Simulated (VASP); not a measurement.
Input of a VASP 6.6.1 run:

The input INCAR:

```
SYSTEM = Sb
ALGO = Normal
EDIFF = 1E-6
ENCUT = 500
GGA = PE
GGA_COMPAT = .FALSE.
ISIF = 2
ISMEAR = 0
LASPH = .TRUE.
LCHARG = .FALSE.
LREAL = .FALSE.
LWAVE = .FALSE.
NBANDS = 8
NELM = 120
PREC = Accurate
SIGMA = 0.1
```

Contents of KPOINTS:

```
k-points
0
G
  6 6 6
  0 0 0
```

Contents of POSCAR:

```
Sb
1.0
    1.9091117150      1.9091117150      1.9091117150
   -1.9091117150      1.9091117150      1.9091117150
   -1.9091117150     -1.9091117150      1.9091117150
Sb
1
Direct
    0.0000000000      0.0000000000      0.0000000000
```

Potentials or basis: VASP PAW PBE potentials, release 64 (Sb).

Run with:

```console
$ cat potpaw_PBE.64/Sb/POTCAR > POTCAR
$ mpirun -np 1 vasp_std > vasp.out
```

(1) Estimate the pressure.

Results:

(1) -0.1 GPa.

Caveat: the k points lie up to 0.39 Å⁻¹ apart.
